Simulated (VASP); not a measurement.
Write the native input for VASP 6.6.1 that does the following.

```yaml
Task: single point
Functional: PBE
Dispersion: D3(BJ)
Potentials_or_basis: VASP PAW PBE potentials, release 64 (Mo_sv)
Cutoff: 520 eV
k_mesh: 20 × 20 × 20
Occupations: gaussian, width 0.1 eV
Spin: no spin polarisation
Dipole_correction: no
Further_INCAR_settings: ALGO = Fast; EDIFF = 1e-06; NBANDS = 13
```

The structure of Mo lies in POSCAR:

```
Mo
1.0
   -1.5009354859      1.5009354859      1.5009354859
    1.5009354859     -1.5009354859      1.5009354859
    1.5009354859      1.5009354859     -1.5009354859
Mo
1
Direct
    0.0000000000      0.0000000000      0.0000000000
```

These files were run (other wordings do the same):

INCAR

```
PREC     = Accurate       # precision mode
ENCUT    = 520            # plane-wave cutoff, eV
EDIFF    = 1E-6           # SCF threshold, eV
ISMEAR   = 0              # smearing method
SIGMA    = 0.1            # smearing width, eV
LREAL    = False          # projectors in reciprocal space
LASPH    = True           # aspherical terms in the spheres
NELM     = 100            # most SCF steps
ALGO     = Fast           # electronic algorithm
ISIF     = 2              # what is computed and relaxed
LWAVE    = False          # write WAVECAR
LCHARG   = False          # write CHGCAR
GGA      = PE             # functional
IVDW     = 12             # dispersion correction
NBANDS   = 13             # bands
```

KPOINTS

```
regular mesh
0
Gamma
  20 20 20
```

Potentials or basis: VASP PAW PBE potentials, release 64 (Mo_sv).

Command:

```bash
$ cat potpaw_PBE.64/Mo_sv/POTCAR > POTCAR
$ mpirun -np 1 vasp_std > vasp.out
```

It gave:

| Quantity | Value |
| --- | --- |
| Pressure | 46.0 GPa |
| Band gap on the k mesh | zero (band 7 reaches 19.94 eV, above the bottom of band 8 at 13.39 eV) |
| Dispersion energy per atom | -0.830 eV |

Caveat: pairwise dispersion overbinds metals, which lowers pressure and volume.

Wall time 24 s on 1 thread of Intel(R) Xeon(R) Platinum 8375C CPU @ 2.90GHz (Ice Lake) (shared host), peak memory 0.17 GiB.
